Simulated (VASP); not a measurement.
# MgF2: relaxation of cell and atoms with PBE

MgF2:

```
CELL_PARAMETERS angstrom
4.62500 0.00000 0.00000
0.00000 4.62500 0.00000
0.00000 0.00000 3.05200
ATOMIC_POSITIONS crystal
Mg 0.00000 0.00000 0.00000
Mg 0.50000 0.50000 0.50000
F 0.30300 0.30300 0.00000
F 0.19700 0.80300 0.50000
F 0.69700 0.69700 0.00000
F 0.80300 0.19700 0.50000
```

| Item | Value |
| --- | --- |
| Program | VASP 6.6.1 |
| Task | relaxation of cell and atoms |
| Functional | PBE |
| Potentials or basis | VASP PAW PBE potentials, release 64 (Mg, F) |
| Cutoff | 600 eV |
| k mesh | 6 × 6 × 8 |
| Occupations | fermi-dirac, width 0.02 eV |
| Spin | no spin polarisation |
| Dipole correction | no |
| Further INCAR settings | ALGO = Normal; EDIFF = 1e-07; IBRION = 2; EDIFFG = -0.005; NSW = 80; ISIF = 3 |

```yaml
Relaxed_volume: 11.26 Å³/atom
Relaxed_cell: a = 4.681 Å, b = 4.681 Å, c = 3.084 Å, α = 90.00°, β = 90.00°, γ = 90.00°
Space_group_after_relaxing_to_0.1_Å: P4_2/mnm (No. 136)
Energy_gained_by_relaxing: 4.0 meV/atom
Ionic_steps: 5
Pressure_after_relaxing: 0.0 GPa
Band_gap_on_the_k_mesh: 6.86 eV
```

Step by step:
```
step  energy change (eV)  largest force (eV/Å)  pressure (GPa)  volume (Å³)
   1              0.0000                0.0219            3.50        65.28
   2             -0.0237                0.0395           -0.03        67.55
   3             -0.0237                0.0386            0.02        67.52
   4             -0.0240                0.0184            0.00        67.55
   5             -0.0241                0.0003            0.00        67.58
```

Final structure:
```cif
data_structure
_symmetry_space_group_name_H-M 'P 1'
_symmetry_Int_Tables_number 1
_cell_length_a 4.6813
_cell_length_b 4.6813
_cell_length_c 3.0836
_cell_angle_alpha 90.000
_cell_angle_beta 90.000
_cell_angle_gamma 90.000
_cell_volume 67.58
loop_
_atom_site_label
_atom_site_type_symbol
_atom_site_fract_x
_atom_site_fract_y
_atom_site_fract_z
_atom_site_occupancy
Mg1 Mg 0.00000 0.00000 0.00000 1
Mg2 Mg 0.50000 0.50000 0.50000 1
F1 F 0.30337 0.30337 0.00000 1
F2 F 0.19663 0.80337 0.50000 1
F3 F 0.69663 0.69663 0.00000 1
F4 F 0.80337 0.19663 0.50000 1
```

Levels at points of the mesh, in eV from the valence-band top:
| k point | band 12 | band 13 | band 14 | band 15 | band 16 | band 17 | band 18 | band 19 | band 20 |
| --- | --- | --- | --- | --- | --- | --- | --- | --- | --- |
| (0.00, 0.00, 0.00) | -1.18 | -0.72 | -0.32 | -0.32 | 0.00 | 6.86 | 12.02 | 12.02 | 13.50 |
| (0.50, 0.00, 0.00) | -1.33 | -0.95 | -0.95 | -0.36 | -0.36 | 9.23 | 9.23 | 13.25 | 13.25 |
| (0.50, 0.50, 0.00) | -1.23 | -0.92 | -0.92 | -0.73 | -0.73 | 10.85 | 10.85 | 11.06 | 11.06 |
| (0.00, 0.00, 0.50) | -1.39 | -1.08 | -1.08 | -0.81 | -0.81 | 11.55 | 11.55 | 14.73 | 14.73 |
| (0.50, 0.00, 0.50) | -1.31 | -0.71 | -0.71 | -0.63 | -0.63 | 12.49 | 12.49 | 13.11 | 13.11 |
| (0.50, 0.50, 0.50) | -1.36 | -0.58 | -0.58 | -0.47 | -0.47 | 12.92 | 12.92 | 13.13 | 13.13 |

Wall time 73 s on 1 thread of Intel(R) Xeon(R) 6975P-C (Granite Rapids) (shared host), peak memory 0.23 GiB.

A k mesh can miss the band edges. Zero-point motion and thermal expansion aren't in these numbers.
